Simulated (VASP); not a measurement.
# KTmI4 (I4/mmm) in VASP: relaxation of cell and atoms with PBE

Aim: the relaxation of cell and atoms of KTmI4 with PBE.

Program: VASP 6.6.1. These are calculated values, not measurements. Logs are shortened: lines on timing, memory, paths and dates and some standing lists are left out, and cuts for length are marked.

## (1) The cell of the first run

It takes space group I4/mmm (No. 139, tetragonal). The conventional cell has a = 8.684 Å, b = 8.684 Å, c = 6.412 Å, α = 90.00°, β = 90.00°, γ = 90.00°. Within 3.6 Å of K (site symmetry 4/mmm) lie 4 I at 2.73 Å and 2 Tm at 3.21 Å. Tm (site symmetry 4/mmm) has 2 K at 3.21 Å and 12 I at 3.41 to 4.21 Å within 4.3 Å. Within 3.6 Å of I (site symmetry m2m) lie 1 K at 2.73 Å and 2 I at 3.28 Å and 1 Tm at 3.41 Å.

The cell was generated, and may not be a known phase.

## (2) Relaxation of cell and atoms, PBE

Input file INCAR:

```
SYSTEM = KTmI4
ALGO = Normal
EDIFF = 1E-7
EDIFFG = -0.08
ENCUT = 500
GGA = PE
GGA_COMPAT = .False.
IBRION = 2
ISIF = 3
ISMEAR = 0
LASPH = .True.
LCHARG = .False.
LMAXMIX = 6
LREAL = .False.
LWAVE = .False.
NELM = 200
NELMIN = 4
NSW = 36
PREC = Accurate
SIGMA = 0.15
```

Input file KPOINTS:

```
k-points
0
Gamma
  3 3 3
  0 0 0
```

Input file POSCAR:

```
KTmI4
1.0
   -4.3418930200      4.3418930200      3.2060308800
    4.3418930200     -4.3418930200      3.2060308800
    4.3418930200      4.3418930200     -3.2060308800
K Tm I
1 1 4
Direct
    0.0000000000      0.0000000000      0.0000000000
    0.5000000000      0.5000000000      0.0000000000
    0.2224280900      0.2224280900      0.4448561800
    0.7775719100      0.7775719100      0.5551438200
    0.2224280900      0.7775719100      0.0000000000
    0.7775719100      0.2224280900      0.0000000000
```

Potentials or basis: VASP PAW PBE potentials, release 64 (K_sv, Tm_3, I), 4f in core.

Run with:

```console
$ cat potpaw_PBE.64/K_sv/POTCAR potpaw_PBE.64/Tm_3/POTCAR potpaw_PBE.64/I/POTCAR > POTCAR
$ mpirun -np 1 vasp_std > vasp.out
```

OUTCAR:

```text
SYSTEM = KTmI4
   EDIFF = 1E-7
   EDIFFG = -0.08
   ENCUT = 500
   GGA = PE
   IBRION = 2
   ISIF = 3
   ISMEAR = 0
   LASPH = .True.
   LREAL = .False.
   NELM = 200
   NELMIN = 4
   NSW = 36
   PREC = Accurate

 ion  position               nearest neighbor table
   1  0.000  0.000  0.000-   3 2.73   4 2.73   5 2.73   6 2.73   2 3.21   2 3.21
   2  0.500  0.500  0.000-   1 3.21   1 3.21   5 3.41   6 3.41   3 3.41   4 3.41
   3  0.222  0.222  0.445-   1 2.73   4 3.28   4 3.28   2 3.41
   4  0.778  0.778  0.555-   1 2.73   3 3.28   3 3.28   2 3.41
   5  0.222  0.778  0.000-   1 2.73   6 3.28   6 3.28   2 3.41
   6  0.778  0.222  0.000-   1 2.73   5 3.28   5 3.28   2 3.41

  LATTYP: Found a body centered tetragonal cell.
 ALAT       =     8.6837860400
 C/A-ratio  =     0.7383947198

  Lattice vectors:

 A1 = (  -4.3418930200,   4.3418930200,   3.2060308800)
 A2 = (   4.3418930200,  -4.3418930200,   3.2060308800)
 A3 = (   4.3418930200,   4.3418930200,  -3.2060308800)

Analysis of symmetry for initial positions (statically):
=====================================================================
 Subroutine PRICEL returns:
 Original cell was already a primitive cell.

 Routine SETGRP: Setting up the symmetry group for a
 body centered tetragonal supercell.

 Subroutine GETGRP returns: Found 16 space group operations
 (whereof 16 operations were pure point group operations)
 out of a pool of 16 trial point group operations.

The static configuration has the point symmetry D_4h.

Analysis of symmetry for dynamics (positions and initial velocities):
=====================================================================
 Subroutine PRICEL returns:
 Original cell was already a primitive cell.

 Routine SETGRP: Setting up the symmetry group for a
 body centered tetragonal supercell.

 Subroutine GETGRP returns: Found 16 space group operations
 (whereof 16 operations were pure point group operations)
 out of a pool of 16 trial point group operations.

The dynamic configuration has the point symmetry D_4h.

 Subroutine INISYM returns: Found 16 space group operations
 (whereof 16 operations are pure point group operations),
 and found     1 'primitive' translations

----------------------------------------------------------------------------------------

                                     Primitive cell

  volume of cell :     241.7608

  direct lattice vectors                    reciprocal lattice vectors
    -4.341893020  4.341893020  3.206030880     0.000000000  0.115157144  0.155956077
     4.341893020 -4.341893020  3.206030880     0.115157144  0.000000000  0.155956077
     4.341893020  4.341893020 -3.206030880     0.115157144  0.115157144  0.000000000

  length of vectors
     6.926954886  6.926954886  6.926954886     0.193864556  0.193864556  0.162856795

  position of ions in fractional coordinates (direct lattice)
     0.000000000  0.000000000  0.000000000
     0.500000000  0.500000000  0.000000000
     0.222428090  0.222428090  0.444856180
     0.777571910  0.777571910  0.555143820
     0.222428090  0.777571910  0.000000000
     0.777571910  0.222428090  0.000000000

  ion indices of the primitive-cell ions
   primitive index   ion index
                 1           1
                 2           2
                 3           3
                 4           4
                 5           5
                 6           6

----------------------------------------------------------------------------------------

 KPOINTS: k-points

Automatic generation of k-mesh.
 Grid dimensions read from file:
 generate k-points for:    3    3    3

 Generating k-lattice:

  Cartesian coordinates                     Fractional coordinates (reciprocal lattice)
     0.000000000  0.038385715  0.051985359     0.333333333  0.000000000 -0.000000000
     0.038385715  0.000000000  0.051985359     0.000000000  0.333333333 -0.000000000
     0.038385715  0.038385715  0.000000000     0.000000000  0.000000000  0.333333333

  Length of vectors
     0.064621519  0.064621519  0.054285598

  Shift w.r.t. Gamma in fractional coordinates (k-lattice)
     0.000000000  0.000000000  0.000000000

 Subroutine IBZKPT returns following result:
 ===========================================

 Found      6 irreducible k-points:

 Following reciprocal coordinates:
            Coordinates               Weight
  0.000000  0.000000  0.000000      1.000000
  0.333333  0.000000 -0.000000      8.000000
  0.333333  0.333333  0.000000      8.000000
 -0.333333  0.333333  0.000000      4.000000
 -0.333333  0.333333  0.333333      4.000000
 -0.333333 -0.333333  0.333333      2.000000
   k-points           NKPTS =      6   k-points in BZ     NKDIM =      6   number of bands    NBANDS=     27
   number of dos      NEDOS =    301   number of ions     NIONS =      6
   total plane-waves  NPLWV = 157464
   dimension x,y,z NGX =    54 NGY =   54 NGZ =   54
   dimension x,y,z NGXF=   108 NGYF=  108 NGZF=  108
   ions per type =               1   1   4
   NGX,Y,Z   is equivalent  to a cutoff of  12.96, 12.96, 12.96 a.u.
   NGXF,Y,Z  is equivalent  to a cutoff of  25.92, 25.92, 25.92 a.u.
 SYSTEM =  KTmI4
   PREC   = accura    normal or accurate (medium, high low for compatibility)
   ISTART =      0    job   : 0-new  1-cont  2-samecut
   ICHARG =      2    charge: 1-file 2-atom 10-const
   ISPIN  =      1    spin polarized calculation?
   LNONCOLLINEAR =      F non collinear calculations
   LSORBIT =      F    spin-orbit coupling
   LASPH  =      T    aspherical Exc in radial PAW
   ENCUT  =  500.0 eV  36.75 Ry    6.06 a.u.  12.63 12.63 12.63*2*pi/ulx,y,z
   NELM   =    200;   NELMIN=  4; NELMDL= -5     # of ELM steps
   EDIFF  = 0.1E-06   stopping-criterion for ELM
   LREAL  =      F    real-space projection
   EDIFFG = -.8E-01   stopping-criterion for IOM
   NSW    =     36    number of steps for IOM
   IBRION =      2    ionic relax: 0-MD 1-quasi-New 2-CG
   NFREE  =      1    steps in history (QN), initial steepest desc. (CG)
   ISIF   =      3    stress and relaxation
   ISYM   =      2    0-nonsym 1-usesym 2-fastsym
   POTIM  = 0.5000    time-step for ionic-motion
   TEBEG  =    0.0;   TEEND  =   0.0 temperature during run
   PSTRESS=    0.0 pullay stress
   NELECT =      46.0000    total number of electrons
   NUPDOWN=      -1.0000    fix difference up-down
   EMIN   =  10.00;   EMAX   =-10.00  energy-range for DOS
   EFERMI =   0.00;   METHOD = LEGACY
   ISMEAR =     0;   SIGMA  =   0.15  broadening in eV -4-tet -1-fermi 0-gaus
   EFERMI_NEDOS =   21; number of points for ismear=-14 and -15
   IALGO  =     38    algorithm
   IMIX   =      4    mixing-type and parameters
     AMIX     =   0.40;   BMIX     =  1.00
     AMIX_MAG =   1.60;   BMIX_MAG =  1.00
  volume/ion in A,a.u.               =      40.29       271.91
  Fermi-wavevector in a.u.,A,eV,Ry     =   0.941598  1.779362 12.063014  0.886607
  Thomas-Fermi vector in A             =   2.069125
   LORBIT       =      0    0 simple, 1 ext, 2 COOP (PROOUT), +10 PAW based schemes
   GGA     = PE    functional components
   LHFCALC =     F    Hartree Fock is set to
   AEXX    =    0.0000 exact exchange contribution
   IVDW    =     0    specifies the selected vdW correction
   LEPSILON=     F    determine dielectric tensor
   LRPA    =     F    only Hartree local field effects (RPA)
 conjugate gradient relaxation of ions
 non-spin polarized calculation
 Gauss-broadening in eV      SIGMA  =   0.15
  energy-cutoff  :      500.00
  volume of cell :      241.76
 maximum number of plane-waves:      6163
 NGX is ok and might be reduce to    50
   NGX = 25   NGY = 25   NGZ = 25

--------------------------------------- Ionic step        1  -------------------------------------------

 number of electron      46.0000005 magnetization

 Free energy of the ion-electron system (eV)
  ---------------------------------------------------
  ext. energy  EPLUGINS =         0.00000000
  ---------------------------------------------------
  free energy    TOTEN  =       -11.04641651 eV

  energy without entropy =      -11.01499123  energy(sigma->0) =      -11.03070387

------------------------ aborting loop because EDIFF is reached ----------------------------------------

  FORCE on cell =-STRESS in cart. coord.  units (eV):
  Direction    XX          YY          ZZ          XY          YZ          ZX
  --------------------------------------------------------------------------------------
  -------------------------------------------------------------------------------------
  Total        6.4459978      6.4459978     13.9512226      0.0000000      0.0000000      0.0000000
  in kB       42.7183831     42.7183831     92.4563874      0.0000000      0.0000000      0.0000000
  external PRESSURE =      59.2977178 kB  Pullay stress =       0.0000000 kB
[... 65 lines left out ...]
  energy  without entropy=      -13.5405970549  energy(sigma->0) =      -13.57713538

--------------------------------------- Ionic step        3  -------------------------------------------

 number of electron      46.0000002 magnetization

 E-fermi :   0.3056     XC(G=0):  -6.6289

 val. band max:        0.2830008853   @ k =  -0.3333   0.3333   0.3333
 cond. band min:       0.3271806229   @ k =  -0.3333   0.3333   0.3333
 fundamental gap:      0.0441797377
 Fermi energy:         0.3055845466

 k-point     1 :       0.0000    0.0000    0.0000
  band No.  band energies     occupation
      1     -30.1294      2.00000
      2     -27.7961      2.00000
      3     -27.6128      2.00000
      4     -27.6128      2.00000
      5     -13.7750      2.00000
      6     -13.6793      2.00000
[... 202 lines left out ...]
  FREE ENERGIE OF THE ION-ELECTRON SYSTEM (eV)
  ---------------------------------------------------
  free  energy   TOTEN  =       -14.2870781291 eV

  energy  without entropy=      -14.2074777240  energy(sigma->0) =      -14.24727793

[... ionic steps 4 to 12 ...]

--------------------------------------- Ionic step       13  -------------------------------------------

 number of electron      45.9999993 magnetization

------------------------ aborting loop because EDIFF is reached ----------------------------------------

  FORCE on cell =-STRESS in cart. coord.  units (eV):
  Direction    XX          YY          ZZ          XY          YZ          ZX
  --------------------------------------------------------------------------------------
  -------------------------------------------------------------------------------------
  Total        0.4517705      0.4517705      0.5922211      0.0000000      0.0000000      0.0000000
  in kB        1.7467771      1.7467771      2.2898310      0.0000000      0.0000000      0.0000000
  external PRESSURE =       1.9277951 kB  Pullay stress =       0.0000000 kB
[... 65 lines left out ...]
  energy  without entropy=      -18.0032593219  energy(sigma->0) =      -18.00325932

--------------------------------------- Ionic step       15  -------------------------------------------

 number of electron      46.0000000 magnetization

 Free energy of the ion-electron system (eV)
  ---------------------------------------------------
  ext. energy  EPLUGINS =         0.00000000
  ---------------------------------------------------
  free energy    TOTEN  =       -18.01577593 eV

  energy without entropy =      -18.01577593  energy(sigma->0) =      -18.01577593

 E-fermi :  -0.7727     XC(G=0):  -5.4826

 val. band max:       -1.4401229966   @ k =   0.0000   0.0000   0.0000
 cond. band min:       0.2498360126   @ k =   0.0000   0.0000   0.0000
 fundamental gap:      1.6899590092
 Fermi energy:        -0.7726882210

 k-point     1 :       0.0000    0.0000    0.0000
  band No.  band energies     occupation
      1     -31.5029      2.00000
      2     -27.6652      2.00000
      3     -27.2062      2.00000
      4     -27.2062      2.00000
      5     -15.0405      2.00000
      6     -14.9797      2.00000
[... 202 lines left out ...]
  FREE ENERGIE OF THE ION-ELECTRON SYSTEM (eV)
  ---------------------------------------------------
  free  energy   TOTEN  =       -18.0157759317 eV

  energy  without entropy=      -18.0157759316  energy(sigma->0) =      -18.01577593

 reached required accuracy - stopping structural energy minimisation
```

Run time: 8.7 min. Hardware: 1 thread of Intel Xeon 6975P-C (Granite Rapids), shared host; peak memory 0.44 GiB.

What came out:

```yaml
Free_energy: -18.0158 eV
Relaxed_volume: 72.53 Å³/atom
Relaxed_cell: a = 8.343 Å, b = 8.343 Å, c = 8.343 Å, α = 115.20°, β = 115.20°, γ = 98.53°
Space_group_after_relaxing_to_0.1_Å: I4/mmm (No. 139)
Energy_gained_by_relaxing: 1161.6 meV/atom
Ionic_steps: 15
Pressure_after_relaxing: 0.1 GPa
Largest_force_after_relaxing: 0.011 eV/Å
Band_gap_on_the_k_mesh: 1.69 eV
```

Forces on the atoms (eV/Å):
```
K    0.000  0.000  0.000
Tm   0.000  0.000  0.000
I    0.008  0.008  0.000
I   -0.008 -0.008  0.000
I   -0.008  0.008  0.000
I    0.008 -0.008  0.000
```

The path:
```csv
step,energy change (eV),largest force (eV/Å),pressure (GPa),volume (Å³)
1,0.0000,3.0131,5.93,241.76
2,-2.5673,1.9135,0.05,297.47
3,-3.2407,1.6370,-1.65,336.57
4,-3.6414,1.5320,-2.76,424.07
5,-6.3233,1.0203,-1.69,418.27
6,-6.9062,0.1649,0.16,411.56
7,-6.9052,0.0737,0.02,411.99
8,-6.9148,0.0390,0.00,412.61
9,-6.9351,0.0674,-0.04,414.37
10,-6.9334,0.2934,-0.09,417.50
11,-6.9419,0.1661,-0.07,415.87
12,-6.9498,0.0027,0.24,414.10
13,-6.9501,0.0284,0.19,414.37
14,-6.9568,0.0237,0.16,419.54
15,-6.9694,0.0114,0.07,435.18
```

Final structure:
```
CELL_PARAMETERS angstrom
-4.47032 4.47032 5.44412
4.47032 -4.47032 5.44412
4.47032 4.47032 -5.44412
ATOMIC_POSITIONS crystal
K 0.00000 0.00000 0.00000
Tm 0.50000 0.50000 0.00000
I 0.27215 0.27215 0.54429
I 0.72785 0.72785 0.45571
I 0.27215 0.72785 0.00000
I 0.72785 0.27215 0.00000
```

Caveat: the volume moved by over 15 % at a fixed basis, so the end points are rough; spin-orbit coupling is left out, which moves the levels of the heavy elements; the 4f electrons are frozen in the core, so they carry no moment and show no levels.
